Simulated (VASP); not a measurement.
# Co2Si (I4/mmm) in VASP: single point with PBE

Aim: the single point of Co2Si with PBE.

Program: VASP 6.6.1. These are calculated values, not measurements. Logs are shortened: lines on timing, memory, paths and dates and some standing lists are left out, and cuts for length are marked.

## Step 1: The cell of the first run

The structure is tetragonal, space group I4/mmm (No. 139). The conventional cell has a = 2.729 Å, b = 2.729 Å, c = 8.666 Å, α = 90.00°, β = 90.00°, γ = 90.00°. Co (site symmetry 4mm) has 5 Si at 2.34 to 3.00 Å and 9 Co at 2.55 to 2.73 Å within 3.1 Å. Within 3.1 Å of Si (site symmetry 4/mmm) lie 10 Co at 2.34 to 3.00 Å and 4 Si at 2.73 Å.

## Step 2: Single point, PBE, collinear spin, ferromagnetic start

Contents of INCAR:

```
PREC = Accurate
ENCUT = 520
EDIFF = 1E-6
ISMEAR = 0
SIGMA = 0.2
LREAL = F
LASPH = T
NELM = 150
ALGO = Normal
ISIF = 2
LWAVE = F
LCHARG = T
ISPIN = 2
MAGMOM = 3 3 0
LORBIT = 11
LMAXMIX = 4
GGA = PE
LELF = T
LVHAR = T
NBANDS = 22
```

Contents of KPOINTS:

```
Automatic mesh
0
Gamma
  9 9 9
```

Contents of POSCAR:

```
Co2Si
1.0
   -1.3643774614      1.3643774614      4.3327780356
    1.3643774614     -1.3643774614      4.3327780356
    1.3643774614      1.3643774614     -4.3327780356
Co Si
2 1
Direct
    0.3464339875      0.3464339875      0.0000000000
    0.6535660125      0.6535660125      0.0000000000
    0.0000000000      0.0000000000      0.0000000000
```

Potentials or basis: VASP PAW PBE potentials, release 64 (Co, Si).

The run is started by

```bash
> cat potpaw_PBE.64/Co/POTCAR potpaw_PBE.64/Si/POTCAR > POTCAR
> mpirun -np 1 vasp_std > vasp.out
```

OUTCAR:

```text
PREC = Accurate
   ENCUT = 520
   EDIFF = 1E-6
   ISMEAR = 0
   LREAL = F
   LASPH = T
   NELM = 150
   ISIF = 2
   ISPIN = 2
   LORBIT = 11
   GGA = PE

 ion  position               nearest neighbor table
   1  0.346  0.346  0.000-   3 2.34   3 2.34   3 2.34   3 2.34   2 2.55   2 2.55   2 2.55   2 2.55
                             2 2.66   3 3.00
   2  0.654  0.654  0.000-   3 2.34   3 2.34   3 2.34   3 2.34   1 2.55   1 2.55   1 2.55   1 2.55
                             1 2.66   3 3.00
   3  0.000  0.000  0.000-   2 2.34   2 2.34   2 2.34   1 2.34   2 2.34   1 2.34   1 2.34   1 2.34
                             1 3.00   2 3.00

  LATTYP: Found a body centered tetragonal cell.
 ALAT       =     2.7287549228
 C/A-ratio  =     3.1756446864

  Lattice vectors:

 A1 = (  -1.3643774614,   1.3643774614,   4.3327780356)
 A2 = (   1.3643774614,  -1.3643774614,   4.3327780356)
 A3 = (   1.3643774614,   1.3643774614,  -4.3327780356)

Analysis of symmetry for initial positions (statically):
=====================================================================
 Subroutine PRICEL returns:
 Original cell was already a primitive cell.

 Routine SETGRP: Setting up the symmetry group for a
 body centered tetragonal supercell.

 Subroutine GETGRP returns: Found 16 space group operations
 (whereof 16 operations were pure point group operations)
 out of a pool of 16 trial point group operations.

The static configuration has the point symmetry D_4h.

Analysis of symmetry for dynamics (positions and initial velocities):
=====================================================================
 Subroutine PRICEL returns:
 Original cell was already a primitive cell.

 Routine SETGRP: Setting up the symmetry group for a
 body centered tetragonal supercell.

 Subroutine GETGRP returns: Found 16 space group operations
 (whereof 16 operations were pure point group operations)
 out of a pool of 16 trial point group operations.

The dynamic configuration has the point symmetry D_4h.

Analysis of structural, dynamic, and magnetic symmetry:
=====================================================================
 Subroutine PRICEL returns:
 Original cell was already a primitive cell.

 Routine SETGRP: Setting up the symmetry group for a
 body centered tetragonal supercell.

 Subroutine GETGRP returns: Found 16 space group operations
 (whereof 16 operations were pure point group operations)
 out of a pool of 16 trial point group operations.

The overall configuration has the point symmetry D_4h.

 Subroutine INISYM returns: Found 16 space group operations
 (whereof 16 operations are pure point group operations),
 and found     1 'primitive' translations

----------------------------------------------------------------------------------------

                                     Primitive cell

  volume of cell :      32.2623

  direct lattice vectors                    reciprocal lattice vectors
    -1.364377461  1.364377461  4.332778036     0.000000000  0.366467502  0.115399403
     1.364377461 -1.364377461  4.332778036     0.366467502  0.000000000  0.115399403
     1.364377461  1.364377461 -4.332778036     0.366467502  0.366467502  0.000000000

  length of vectors
     4.742996650  4.742996650  4.742996650     0.384207564  0.384207564  0.518263311

  position of ions in fractional coordinates (direct lattice)
     0.346433987  0.346433987  0.000000000
     0.653566013  0.653566013  0.000000000
     0.000000000  0.000000000  0.000000000

  ion indices of the primitive-cell ions
   primitive index   ion index
                 1           1
                 2           2
                 3           3

----------------------------------------------------------------------------------------

 KPOINTS: Automatic mesh

Automatic generation of k-mesh.
 Grid dimensions read from file:
 generate k-points for:    9    9    9

 Generating k-lattice:

  Cartesian coordinates                     Fractional coordinates (reciprocal lattice)
     0.000000000  0.040718611  0.012822156     0.111111111  0.000000000 -0.000000000
     0.040718611  0.000000000  0.012822156     0.000000000  0.111111111 -0.000000000
     0.040718611  0.040718611  0.000000000     0.000000000  0.000000000  0.111111111

  Length of vectors
     0.042689729  0.042689729  0.057584812

  Shift w.r.t. Gamma in fractional coordinates (k-lattice)
     0.000000000  0.000000000  0.000000000

 Subroutine IBZKPT returns following result:
 ===========================================

 Found     75 irreducible k-points:

 Following reciprocal coordinates:
            Coordinates               Weight
  0.000000  0.000000  0.000000      1.000000
  0.111111 -0.000000  0.000000      8.000000
  0.222222  0.000000 -0.000000      8.000000
  0.333333 -0.000000  0.000000      8.000000
  0.444444  0.000000 -0.000000      8.000000
  0.111111  0.111111  0.000000      8.000000
[... 16 lines left out ...]
 -0.333333  0.333333  0.000000      4.000000
  0.444444  0.444444 -0.000000      8.000000
 [... further k-points ...]
   k-points           NKPTS =     75   k-points in BZ     NKDIM =     75   number of bands    NBANDS=     22
   number of dos      NEDOS =    301   number of ions     NIONS =      3
   total plane-waves  NPLWV =  46656
   dimension x,y,z NGX =    36 NGY =   36 NGZ =   36
   dimension x,y,z NGXF=    72 NGYF=   72 NGZF=   72
   ions per type =               2   1
   NGX,Y,Z   is equivalent  to a cutoff of  12.62, 12.62, 12.62 a.u.
   NGXF,Y,Z  is equivalent  to a cutoff of  25.24, 25.24, 25.24 a.u.
 SYSTEM =  unknown system
   PREC   = accura    normal or accurate (medium, high low for compatibility)
   ISTART =      0    job   : 0-new  1-cont  2-samecut
   ICHARG =      2    charge: 1-file 2-atom 10-const
   ISPIN  =      2    spin polarized calculation?
   LNONCOLLINEAR =      F non collinear calculations
   LSORBIT =      F    spin-orbit coupling
   LASPH  =      T    aspherical Exc in radial PAW
   ENCUT  =  520.0 eV  38.22 Ry    6.18 a.u.   8.82  8.82  8.82*2*pi/ulx,y,z
   NELM   =    150;   NELMIN=  2; NELMDL= -5     # of ELM steps
   EDIFF  = 0.1E-05   stopping-criterion for ELM
   LREAL  =      F    real-space projection
[... 7 lines left out ...]
   TEBEG  =    0.0;   TEEND  =   0.0 temperature during run
   PSTRESS=    0.0 pullay stress
   NELECT =      22.0000    total number of electrons
   NUPDOWN=      -1.0000    fix difference up-down
   EMIN   =  10.00;   EMAX   =-10.00  energy-range for DOS
   EFERMI =   0.00;   METHOD = LEGACY
   ISMEAR =     0;   SIGMA  =   0.20  broadening in eV -4-tet -1-fermi 0-gaus
   EFERMI_NEDOS =   21; number of points for ismear=-14 and -15
   IALGO  =     38    algorithm
   IMIX   =      4    mixing-type and parameters
     AMIX     =   0.40;   BMIX     =  1.00
     AMIX_MAG =   1.60;   BMIX_MAG =  1.00
  volume/ion in A,a.u.               =      10.75        72.57
  Fermi-wavevector in a.u.,A,eV,Ry     =   1.440955  2.723011 28.250493  2.076353
  Thomas-Fermi vector in A             =   2.559642
   LORBIT       =     11    0 simple, 1 ext, 2 COOP (PROOUT), +10 PAW based schemes
   GGA     = PE    functional components
   LHFCALC =     F    Hartree Fock is set to
   AEXX    =    0.0000 exact exchange contribution
   IVDW    =     0    specifies the selected vdW correction
   LEPSILON=     F    determine dielectric tensor
   LRPA    =     F    only Hartree local field effects (RPA)
 spin polarized calculation
 Gauss-broadening in eV      SIGMA  =   0.20
  energy-cutoff  :      520.00
  volume of cell :       32.26
 maximum number of plane-waves:       884
   NGX = 17   NGY = 17   NGZ = 17

 number of electron      22.0000002 magnetization       1.5007589

 Free energy of the ion-electron system (eV)
  ---------------------------------------------------
  ext. energy  EPLUGINS =         0.00000000
  ---------------------------------------------------
  free energy    TOTEN  =       -20.50247442 eV

  energy without entropy =      -20.44531715  energy(sigma->0) =      -20.47389578

 E-fermi :  11.6382     XC(G=0): -13.0912

 val. band max:       11.6351802435   @ k =  -0.2222  -0.4444   0.1111
 cond. band min:      11.6417877840   @ k =  -0.4444  -0.4444   0.2222
 fundamental gap:      0.0066075405
 Fermi energy:        11.6382398024

 spin component 1

 k-point     1 :       0.0000    0.0000    0.0000
  band No.  band energies     occupation
      1      -1.2999      1.00000
      2       5.5371      1.00000
      3       7.7026      1.00000
      4       8.0458      1.00000
      5       8.6708      1.00000
      6       9.8598      1.00000
[... 14 lines left out ...]
     21      29.1461      0.00000
     22      32.0210      0.00000
[... 552 lines left out ...]
  band No.  band energies     occupation
      1       4.8597      1.00000
      2       6.1878      1.00000
      3       6.1922      1.00000
      4       6.9522      1.00000
      5       8.6647      1.00000
      6       8.8710      1.00000
[... 14 lines left out ...]
     21      26.0014      0.00000
     22      27.8716      0.00000

 [... further k-points ...]

 spin component 2

 k-point     1 :       0.0000    0.0000    0.0000
  band No.  band energies     occupation
      1      -1.3512      1.00000
      2       5.7932      1.00000
      3       7.9494      1.00000
      4       8.9228      1.00000
      5       9.5456      1.00000
      6      10.3518      1.00000
[... 14 lines left out ...]
     21      29.3829      0.00000
     22      32.1363      0.00000
[... 552 lines left out ...]
  band No.  band energies     occupation
      1       4.9212      1.00000
      2       6.3307      1.00000
      3       6.3658      1.00000
      4       7.2394      1.00000
      5       9.1453      1.00000
      6       9.5596      1.00000
[... 14 lines left out ...]
     21      26.0893      0.00000
     22      27.9657      0.00000

 [... further k-points ...]

------------------------ aborting loop because EDIFF is reached ----------------------------------------

  FORCE on cell =-STRESS in cart. coord.  units (eV):
  Direction    XX          YY          ZZ          XY          YZ          ZX
  --------------------------------------------------------------------------------------
  -------------------------------------------------------------------------------------
  Total        0.0668895      0.0668895     -0.1555628      0.0000000      0.0000000      0.0000000
  in kB        3.3217951      3.3217951     -7.7253956      0.0000000      0.0000000      0.0000000
  external PRESSURE =      -0.3606018 kB  Pullay stress =       0.0000000 kB

 VOLUME and BASIS-vectors are now :
 -----------------------------------------------------------------------------
  energy-cutoff  :      520.00
  volume of cell :       32.26
      direct lattice vectors                 reciprocal lattice vectors
    -1.364377461  1.364377461  4.332778036     0.000000000  0.366467502  0.115399403
     1.364377461 -1.364377461  4.332778036     0.366467502  0.000000000  0.115399403
     1.364377461  1.364377461 -4.332778036     0.366467502  0.366467502  0.000000000

 POSITION                                       TOTAL-FORCE (eV/Angst)
 -----------------------------------------------------------------------------------
      0.00000      0.00000      3.00204        -0.000000     -0.000000     -0.043827
      0.00000      0.00000      5.66351         0.000000      0.000000      0.043827
      0.00000      0.00000      0.00000        -0.000000     -0.000000      0.000000
 -----------------------------------------------------------------------------------
    total drift:                               -0.000000     -0.000000     -0.000000

  FREE ENERGIE OF THE ION-ELECTRON SYSTEM (eV)
  ---------------------------------------------------
  free  energy   TOTEN  =       -20.5024744160 eV

  energy  without entropy=      -20.4453171492  energy(sigma->0) =      -20.47389578

 total charge

# of ion       s       p       d       tot
------------------------------------------
    1        0.445   0.545   7.454   8.443
    2        0.445   0.545   7.454   8.443
    3        0.713   0.913   0.000   1.626
--------------------------------------------------
tot          1.603   2.002  14.907  18.512

 magnetization (x)

# of ion       s       p       d       tot
------------------------------------------
    1        0.001  -0.012   0.806   0.795
    2        0.001  -0.012   0.806   0.795
    3       -0.005  -0.019   0.000  -0.024
--------------------------------------------------
tot         -0.003  -0.043   1.612   1.565
```

It took 5.6 min on 1 thread of Intel Xeon 8259CL, shared host; peak memory 0.29 GiB.

Results:

- Free energy: -20.5025 eV
- Pressure: 0.0 GPa
- Largest force: 0.044 eV/Å
- Net moment: 1.50 μB per cell
- Site moments: Co +0.80; Si -0.02 μB
- Valence electrons inside the program's atomic spheres: Co 8.44; Si 1.63

Forces in eV/Å, atoms in the order of the input:
```
Co   0.000  0.000 -0.044
Co   0.000  0.000  0.044
Si   0.000  0.000  0.000
```

Levels at points of the mesh, in eV from the Fermi level:
Spin up:
| k point | band 8 | band 9 | band 10 | band 11 | band 12 | band 13 | band 14 | band 15 | band 16 | band 17 |
| --- | --- | --- | --- | --- | --- | --- | --- | --- | --- | --- |
| (0.00, 0.00, 0.00) | -1.74 | -1.74 | -1.32 | -1.20 | -0.66 | 0.32 | 6.87 | 6.87 | 7.82 | 10.95 |
Spin down:
| k point | band 9 | band 10 | band 11 | band 12 | band 13 | band 14 |
| --- | --- | --- | --- | --- | --- | --- |
| (0.00, 0.00, 0.00) | -1.16 | -0.74 | -0.28 | -0.05 | 1.21 | 6.95 |
